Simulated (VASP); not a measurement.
# Al2O3 (Corundum) (R-3c) in VASP: settings compared, part 2 of 2

VASP 6.6.1. Earlier steps stand in the parts before.

**5. Single point, r2SCAN**

This run uses another cell than the first one, of 8.49 Å³/atom, 1.020 times its volume.

Contents of POSCAR:

```
Al2O3
1.0
    2.3788965657      1.3734565726      4.3308721044
   -2.3788965657      1.3734565726      4.3308721044
    0.0000000000     -2.7469131451      4.3308721044
Al O
4 6
Direct
    0.3518499200      0.3518499200      0.3518499200
    0.1481500800      0.1481500800      0.1481500800
    0.6481500800      0.6481500800      0.6481500800
    0.8518499200      0.8518499200      0.8518499200
    0.5563011158      0.9436988842      0.2500000000
    0.2500000000      0.5563011158      0.9436988842
    0.9436988842      0.2500000000      0.5563011158
    0.4436988842      0.0563011158      0.7500000000
    0.7500000000      0.4436988842      0.0563011158
    0.0563011158      0.7500000000      0.4436988842
```

Contents of INCAR.step1:

```
SYSTEM = Al2O3
ALGO = Normal ; EDIFF = 1E-4
ENCUT = 520 ; GGA = PE
ISMEAR = -1 ; LASPH = .TRUE.
LCHARG = .FALSE. ; LREAL = .FALSE.
LWAVE = .TRUE. ; NBANDS = 35
NELM = 60 ; PREC = Accurate
SIGMA = 0.02
```

Contents of INCAR.step2:

```
SYSTEM = Al2O3
ALGO = Normal ; EDIFF = 1E-6
ENCUT = 520 ; ISIF = 2
ISMEAR = -1 ; ISTART = 1
LASPH = .TRUE. ; LCHARG = .FALSE.
LMIXTAU = .TRUE. ; LREAL = .FALSE.
LWAVE = .FALSE. ; METAGGA = R2SCAN
NBANDS = 35 ; NELM = 60
PREC = Accurate ; SIGMA = 0.02
```

Contents of KPOINTS:

```
k-points
0
G
  6 6 6
  0 0 0
```

Potentials or basis: VASP PAW PBE potentials, release 64 (Al, O).

Started as:

```bash
$ cat potpaw_PBE.64/Al/POTCAR potpaw_PBE.64/O/POTCAR > POTCAR
$ cp INCAR.step1 INCAR
$ mpirun -np 1 vasp_std > vasp.out
$ cp INCAR.step2 INCAR
$ mpirun -np 1 vasp_std > vasp.out
```

OUTCAR:

```text
SYSTEM = Al2O3
   EDIFF = 1E-6
   ENCUT = 520
   ISIF = 2
   ISMEAR = -1
   ISTART = 1
   LASPH = .TRUE.
   LREAL = .FALSE.
   METAGGA = R2SCAN
   NELM = 60
   PREC = Accurate

 ion  position               nearest neighbor table
   1  0.352  0.352  0.352-   8 1.86   9 1.86  10 1.86   6 1.97   7 1.97   5 1.97   2 2.65   3 2.79
                             3 2.79   3 2.79   2 3.22   2 3.22   2 3.22
   2  0.148  0.148  0.148-   8 1.86  10 1.86   9 1.86   7 1.97   6 1.97   5 1.97   1 2.65   4 2.79
                             4 2.79   4 2.79   1 3.22   1 3.22   1 3.22
   3  0.648  0.648  0.648-   5 1.86   6 1.86   7 1.86   9 1.97  10 1.97   8 1.97   4 2.65   1 2.79
                             1 2.79   1 2.79   4 3.22   4 3.22   4 3.22
   4  0.852  0.852  0.852-   5 1.86   7 1.86   6 1.86  10 1.97   9 1.97   8 1.97   3 2.65   2 2.79
                             2 2.79   2 2.79   3 3.22   3 3.22   3 3.22
   5  0.556  0.944  0.250-   3 1.86   4 1.86   1 1.97   2 1.97
   6  0.250  0.556  0.944-   3 1.86   4 1.86   1 1.97   2 1.97
   7  0.944  0.250  0.556-   4 1.86   3 1.86   2 1.97   1 1.97
   8  0.444  0.056  0.750-   1 1.86   2 1.86   3 1.97   4 1.97
   9  0.750  0.444  0.056-   1 1.86   2 1.86   3 1.97   4 1.97
  10  0.056  0.750  0.444-   2 1.86   1 1.86   4 1.97   3 1.97

  LATTYP: Found a trigonal (rhomboedric) cell.
 ALAT       =     5.1285460914
 COS(alpha) =     0.5696789525

  Lattice vectors:

 A1 = (   2.3788965657,   1.3734565726,   4.3308721044)
 A2 = (  -2.3788965657,   1.3734565726,   4.3308721044)
 A3 = (   0.0000000000,  -2.7469131451,   4.3308721044)

Analysis of symmetry for initial positions (statically):
=====================================================================
 Subroutine PRICEL returns:
 Original cell was already a primitive cell.

 Routine SETGRP: Setting up the symmetry group for a
 trigonal (rhombohedral) supercell.

 Subroutine GETGRP returns: Found 12 space group operations
 (whereof  6 operations were pure point group operations)
 out of a pool of 12 trial point group operations.
[... 155 lines left out ...]
  Fermi-wavevector in a.u.,A,eV,Ry     =   1.353681  2.558085 24.932012  1.832451
  Thomas-Fermi vector in A             =   2.480916
   LORBIT       =      0    0 simple, 1 ext, 2 COOP (PROOUT), +10 PAW based schemes
   METAGGA = R2SCAN    functional components
   LHFCALC =     F    Hartree Fock is set to
   AEXX    =    0.0000 exact exchange contribution
   IVDW    =     0    specifies the selected vdW correction
   LEPSILON=     F    determine dielectric tensor
   LRPA    =     F    only Hartree local field effects (RPA)
 non-spin polarized calculation
  energy-cutoff  :      520.00
  volume of cell :       84.90
 maximum number of plane-waves:      2305
 NGX is ok and might be reduce to    40
   NGX = 19   NGY = 19   NGZ = 19

 number of electron      48.0000013 magnetization

 Free energy of the ion-electron system (eV)
  ---------------------------------------------------
  ext. energy  EPLUGINS =         0.00000000
  ---------------------------------------------------
  free energy    TOTEN  =       -96.26970687 eV

  energy without entropy =      -96.26970687  energy(sigma->0) =      -96.26970687

 E-fermi :   6.2192     XC(G=0): -12.2340

 val. band max:        5.7446595612   @ k =   0.0000   0.0000   0.0000
 cond. band min:      12.9109956735   @ k =   0.0000   0.0000   0.0000
 fundamental gap:      7.1663361123
 Fermi energy:         6.2191641963

 k-point     1 :       0.0000    0.0000    0.0000
  band No.  band energies     occupation
      1     -14.4641      2.00000
      2     -12.1707      2.00000
      3     -11.8936      2.00000
      4     -11.8936      2.00000
      5     -11.5838      2.00000
      6     -11.5838      2.00000
[... 901 lines left out ...]
     34      20.2713      0.00000
     35      20.4679      0.00000

 [... further k-points ...]
[... 5 lines left out ...]
  --------------------------------------------------------------------------------------
  -------------------------------------------------------------------------------------
  Total       -0.1630436     -0.1630436     -0.1939948      0.0000000     -0.0000000      0.0000000
  in kB       -3.0767859     -3.0767859     -3.6608632      0.0000000     -0.0000000      0.0000000
  external PRESSURE =      -3.2714784 kB  Pullay stress =       0.0000000 kB

 VOLUME and BASIS-vectors are now :
 -----------------------------------------------------------------------------
  energy-cutoff  :      520.00
  volume of cell :       84.90
      direct lattice vectors                 reciprocal lattice vectors
     2.378896566  1.373456573  4.330872104     0.210181480  0.121348334  0.076966792
    -2.378896566  1.373456573  4.330872104    -0.210181480  0.121348334  0.076966792
     0.000000000 -2.746913145  4.330872104     0.000000000 -0.242696668  0.076966792

 POSITION                                       TOTAL-FORCE (eV/Angst)
 -----------------------------------------------------------------------------------
      0.00000      0.00000      4.57145        -0.000000     -0.000000     -0.003780
      0.00000      0.00000      1.92486        -0.000000      0.000000      0.003780
      0.00000      0.00000      8.42117        -0.000000      0.000000      0.003780
      0.00000      0.00000     11.06776        -0.000000     -0.000000     -0.003780
     -0.92158      1.37346      7.57903        -0.002399     -0.000000     -0.000000
     -0.72866     -1.48484      7.57903         0.001200     -0.002078      0.000000
      1.65024      0.11138      7.57903         0.001200      0.002078      0.000000
      0.92158     -1.37346      5.41359         0.002399     -0.000000     -0.000000
      0.72866      1.48484      5.41359        -0.001200      0.002078      0.000000
     -1.65024     -0.11138      5.41359        -0.001200     -0.002078      0.000000
 -----------------------------------------------------------------------------------
    total drift:                               -0.000000     -0.000000      0.000000

  FREE ENERGIE OF THE ION-ELECTRON SYSTEM (eV)
  ---------------------------------------------------
  free  energy   TOTEN  =       -96.2697068724 eV

  energy  without entropy=      -96.2697068724  energy(sigma->0) =      -96.26970687
```

OSZICAR.step1:

```text
N       E                     dE             d eps       ncg     rms          rms(c)
DAV:   1     0.224056552971E+03    0.22406E+03   -0.25310E+04  2240   0.131E+03
DAV:   2    -0.702855316333E+02   -0.29434E+03   -0.28405E+03  2864   0.286E+02
DAV:   3    -0.827121305027E+02   -0.12427E+02   -0.12380E+02  2893   0.596E+01
DAV:   4    -0.828075160504E+02   -0.95386E-01   -0.95333E-01  2776   0.600E+00
DAV:   5    -0.828086587220E+02   -0.11427E-02   -0.11425E-02  2834   0.660E-01    0.176E+01
DAV:   6    -0.746805081314E+02    0.81282E+01   -0.28228E+01  2734   0.284E+01    0.597E+00
DAV:   7    -0.747228733172E+02   -0.42365E-01   -0.88301E-01  2690   0.463E+00    0.329E+00
DAV:   8    -0.747421858619E+02   -0.19313E-01   -0.86468E-02  2682   0.224E+00    0.689E-01
DAV:   9    -0.747459243933E+02   -0.37385E-02   -0.22319E-02  2885   0.807E-01    0.317E-01
DAV:  10    -0.747465707084E+02   -0.64632E-03   -0.78602E-04  2511   0.167E-01    0.753E-02
DAV:  11    -0.747465361321E+02    0.34576E-04   -0.35873E-04  2773   0.108E-01
   1 F= -.74746536E+02 E0= -.74746536E+02  d E =-.180168E-11
```

Wall time 2.5 min (1 thread of Intel Xeon 6975P-C (Granite Rapids), shared host); peak memory 0.28 GiB.

What came out:

| Item | Value |
| --- | --- |
| Free energy | -96.2697 eV |
| Pressure | -0.3 GPa |
| Largest force | 0.004 eV/Å |
| Band gap on the k mesh | 7.17 eV, direct |

Forces in eV/Å, atoms in the order of the input:
```
Al   0.000  0.000 -0.004
Al   0.000  0.000  0.004
Al   0.000  0.000  0.004
Al   0.000  0.000 -0.004
O   -0.002  0.000  0.000
O    0.001 -0.002  0.000
O    0.001  0.002  0.000
O    0.002  0.000  0.000
O   -0.001  0.002  0.000
O   -0.001 -0.002  0.000
```

Levels at points of the mesh, in eV from the valence-band top:
| k point | band 21 | band 22 | band 23 | band 24 | band 25 | band 26 | band 27 | band 28 |
| --- | --- | --- | --- | --- | --- | --- | --- | --- |
| (0.00, 0.00, 0.00) | -0.52 | -0.05 | -0.05 | 0.00 | 7.17 | 10.12 | 11.96 | 12.59 |
| (0.50, 0.00, 0.00) | -0.93 | -0.93 | -0.29 | -0.29 | 10.44 | 10.44 | 10.72 | 10.72 |
| (0.50, 0.50, 0.00) | -1.05 | -0.92 | -0.78 | -0.26 | 10.59 | 10.79 | 10.92 | 11.47 |
| (0.50, 0.50, 0.50) | -0.39 | -0.39 | -0.39 | -0.39 | 9.64 | 9.64 | 12.18 | 12.18 |

Caveat: the PAW data sets were made with another functional, which shifts forces and pressure a little.

**6. The runs side by side**

```csv
level,potentials or basis,cell,gap on the mesh (eV),pressure (GPa),largest force (eV/Å)
LDA,"VASP PAW LDA potentials, release 64 (Al, O)","a = 5.091 Å, angles 55.3°, 10 atoms",6.45,1.0,-
PBEsol,"VASP PAW PBE potentials, release 64 (Al, O)","a = 5.139 Å, angles 55.3°, 10 atoms",6.04,0.2,0.01
PBE,"VASP PAW PBE potentials, release 64 (Al, O)","a = 5.180 Å, angles 55.3°, 10 atoms",5.85,0.0,0.01
r2SCAN,"VASP PAW PBE potentials, release 64 (Al, O)","a = 5.129 Å, angles 55.3°, 10 atoms",7.17,-0.3,-
```

Alike in all rows: task single point; no spin polarisation; k mesh 6 × 6 × 6; cutoff (eV) 520; smearing fermi-dirac 0.02 eV.

Caveats: the PAW data sets were made with another functional, which shifts forces and pressure a little (some runs).

Total energies depend on the potentials used, so only differences within one code and one set of settings carry meaning.

**7. How close it comes**

Step 2. Measured gap of Al2O3: 8.7 eV (optical; quoted in “Multi-petahertz electron interference in Cr:Al2O3 solid-state material”, 2018, pmc:5906618). This calculation gives 6.45 eV (-2.25 eV). The value is that of LDA on a finite k mesh, which can miss the band edges, without temperature or zero-point motion. Semilocal functionals fall short of measured gaps as a rule.

Step 3. Against the measured gap of Al2O3, 8.7 eV (optical; quoted in “Multi-petahertz electron interference in Cr:Al2O3 solid-state material”, 2018, pmc:5906618), the calculated 6.04 eV is off by -2.65 eV. The value is that of PBEsol on a finite k mesh, which can miss the band edges, without temperature or zero-point motion. Semilocal functionals fall short of measured gaps as a rule.

Step 4. Against the measured gap of Al2O3, 8.7 eV (optical; quoted in “Multi-petahertz electron interference in Cr:Al2O3 solid-state material”, 2018, pmc:5906618), the calculated 5.85 eV is off by -2.85 eV. The value is that of PBE, without temperature or zero-point motion. Semilocal functionals fall short of measured gaps as a rule.

Step 5. A measured gap of Al2O3 is 8.7 eV (optical; quoted in “Multi-petahertz electron interference in Cr:Al2O3 solid-state material”, 2018, pmc:5906618); the calculated 7.17 eV misses it by -1.53 eV. The value is that of r2SCAN on a finite k mesh, which can miss the band edges, without temperature or zero-point motion.
